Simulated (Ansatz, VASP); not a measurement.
# One calculation of BaP, two programs

File INCAR:

```
PREC = Accurate ; ENCUT = 520
EDIFF = 1E-6 ; ISMEAR = 0
SIGMA = 0.1 ; LREAL = F
LASPH = T ; NELM = 60
ALGO = Normal ; ISIF = 2
LWAVE = F ; LCHARG = F
GGA = PE ; NBANDS = 14
```

Contents of KPOINTS:

```
Automatic mesh
0
Gamma
  6 6 4
```

File POSCAR:

```
BaP
1.0
    5.0281023100      0.0000000000      0.0000000000
   -2.5140511500      4.3544643300      0.0000000000
    0.0000000000      0.0000000000      5.1172822900
Ba P
1 1
Direct
    0.0000000000      0.0000000000      0.0000000000
    0.0000000000      0.0000000000      0.5000000000
```

Input for Ansatz:

```yaml
crystal:
  lattice:
    - [5.02810231, 0.0, 0.0]
    - [-2.51405115, 4.35446433, 0.0]
    - [0.0, 0.0, 5.11728229]
  atoms:
    - { symbol: Ba, position: [0.0, 0.0, 0.0] }
    - { symbol: P, position: [0.0, 0.0, 0.5] }
basis:
  ecutwfc: 420
kpoints:
  mp_grid: { grid: [6, 6, 4] }
hamiltonian:
  xc: pbe
scf:
  occupations: { method: gaussian, width: 0.1 }
  lower_state_search: "off"
output:
  forces: true
  stress: true
  eigenvalues: true
```

Alike in both runs: task single point; functional PBE; k mesh 6 × 6 × 4; occupations gaussian, width 0.1 eV; no spin polarisation.

|  | VASP | Ansatz |
| --- | --- | --- |
| version | VASP 6.6.1 | Ansatz 0.2.0 |
| potentials or method | VASP PAW PBE potentials, release 64 (Ba_sv, P), cutoff 520 eV | scalar-relativistic, plane waves, PAW |
| valence electrons in the cell | 15 | 15 |

```tsv
	VASP	Ansatz	Ansatz less VASP
gap on the k mesh at the Fermi level (eV)	none	none	-
pressure (GPa)	5.8	5.1	-0.62
traceless stress, the component that is largest in VASP (GPa)	9.64	8.27	-1.369
```

A gap of «none» marks a metal or a gap that the smearing closes. The functional is the same, so the differences come from potentials, cutoffs and numerics.

Neither program's run includes spin-orbit coupling.
